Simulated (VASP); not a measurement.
BN, 4 atoms in the cell. Symmetry: P6_3mc, No. 186, hexagonal system. Conventional cell: a = 2.542 Å, b = 2.542 Å, c = 4.204 Å, α = 90.00°, β = 90.00°, γ = 120.00°. Within 2.1 Å of N (site symmetry 3m) lie 4 B at 1.56 to 1.57 Å. B (site symmetry 3m) has 4 N at 1.56 to 1.57 Å within 2.1 Å. 

| Item | Value |
| --- | --- |
| Program | VASP 6.6.1 |
| Task | single point |
| Functional | PBE |
| Dispersion | D3(BJ) |
| Potentials or basis | VASP PAW PBE potentials, release 64 (N, B) |
| Cutoff | 520 eV |
| k mesh | 12 × 12 × 6 |
| Occupations | fermi-dirac, width 0.05 eV |
| Spin | no spin polarisation |
| Dipole correction | no |
| Further INCAR settings | ALGO = Normal; EDIFF = 1e-07; NBANDS = 16 |

Potentials or basis: VASP PAW PBE potentials, release 64 (N, B).

Command:

```bash
$ cat potpaw_PBE.64/N/POTCAR potpaw_PBE.64/B/POTCAR > POTCAR
$ mpirun -np 1 vasp_std > vasp.out
```

Hardware: 1 thread of Intel(R) Xeon(R) Platinum 8488C (Sapphire Rapids), with other jobs on the host.

Q: Estimate the wall time of this run.

A: Wall time 47 s on 1 thread of Intel(R) Xeon(R) Platinum 8488C (Sapphire Rapids), on a shared host, peak memory 0.16 GiB. Counts: scf iterations 13, k points 76.
